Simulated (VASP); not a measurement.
Runs of VASP 6.6.1 on Pb. The structure is that of space group P6/mmm (No. 191), or close to it. The cells are those of the table. This isn't the form of Pb at room conditions, which is fcc.

```csv
cell,gap on the mesh (eV),pressure (GPa)
"a = 5.488, b = 5.488, c = 3.312 Å, angles 90.0, 90.0, 120.0°, 3 atoms",none,4.5
"a = 5.642, b = 5.642, c = 3.405 Å, angles 90.0, 90.0, 120.0°, 3 atoms",none,(a)
"a = 5.566, b = 5.566, c = 3.359 Å, angles 90.0, 90.0, 120.0°, 3 atoms",none,2.0
"a = 5.717, b = 5.717, c = 3.450 Å, angles 90.0, 90.0, 120.0°, 3 atoms",none,-1.5
"a = 5.407, b = 5.407, c = 3.263 Å, angles 90.0, 90.0, 120.0°, 3 atoms",none,(b)
```

Alike in all rows: task single point; level r2SCAN; potentials or basis VASP PAW PBE potentials, release 64 (Pb_d); no spin polarisation; k mesh 7 × 7 × 10; cutoff (eV) 520; smearing fermi-dirac 0.1 eV.

Q: Estimate the missing entries.

A: (a) 0.0; (b) 7.6.

Caveats: the PAW data sets were made with another functional, which shifts forces and pressure a little; spin-orbit coupling is left out, which moves the levels of the heavy elements; the cell stands under pressure (at least some runs).

A k mesh can miss the band edges, and the runs leave out spin-orbit coupling on Pb.

A gap of «none» marks levels without a gap at the run's occupations.
